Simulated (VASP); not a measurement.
Si15Rh, 16 atoms in the cell. It takes space group F-43m (No. 216, cubic). The conventional cell has a = 10.874 Å, b = 10.874 Å, c = 10.874 Å, α = 90.00°, β = 90.00°, γ = 90.00°. Rh (site symmetry -43m) has 4 Si at 2.32 Å within 3.1 Å. Si (site symmetry 2mm) has 4 Si at 2.35 to 2.37 Å within 3.1 Å. Si (site symmetry -43m) has 4 Si at 2.35 Å within 3.1 Å. Si (site symmetry 3m) has 1 Rh at 2.32 Å and 3 Si at 2.37 Å within 3.1 Å. Si (site symmetry 3m) has 4 Si at 2.35 Å within 3.1 Å. 

| Quantity | Value |
| --- | --- |
| Program | VASP 6.6.1 |
| Task | single point |
| Functional | PBEsol |
| Potentials or basis | VASP PAW PBE potentials, release 64 (Rh_pv, Si) |
| Cutoff | 520 eV |
| k mesh | 3 × 3 × 3 |
| Occupations | gaussian, width 0.05 eV |
| Spin | collinear spin, ferromagnetic start |
| Starting moments | [5.0, 0.0, 0.0, 0.0, 0.0, 0.0, 0.0, 0.0, 0.0, 0.0, 0.0, 0.0, 0.0, 0.0, 0.0, 0.0] μB |
| Hubbard terms | Rh d U = 2.0 eV |
| Dipole correction | no |
| Further INCAR settings | LREAL = Auto; ALGO = Normal; EDIFF = 1e-06; NBANDS = 56 |

Potentials or basis: VASP PAW PBE potentials, release 64 (Rh_pv, Si).

Launch:

```bash
$ cat potpaw_PBE.64/Rh_pv/POTCAR potpaw_PBE.64/Si/POTCAR > POTCAR
$ mpirun -np 1 vasp_std > vasp.out
```

Hardware: 1 thread of Intel(R) Xeon(R) 6975P-C (Granite Rapids), on a shared host.

How long does it take, and how much memory?

Run time: 3.5 min on 1 thread of Intel(R) Xeon(R) 6975P-C (Granite Rapids) (shared host), peak memory 0.67 GiB. Counts: scf iterations 17, k points 4.
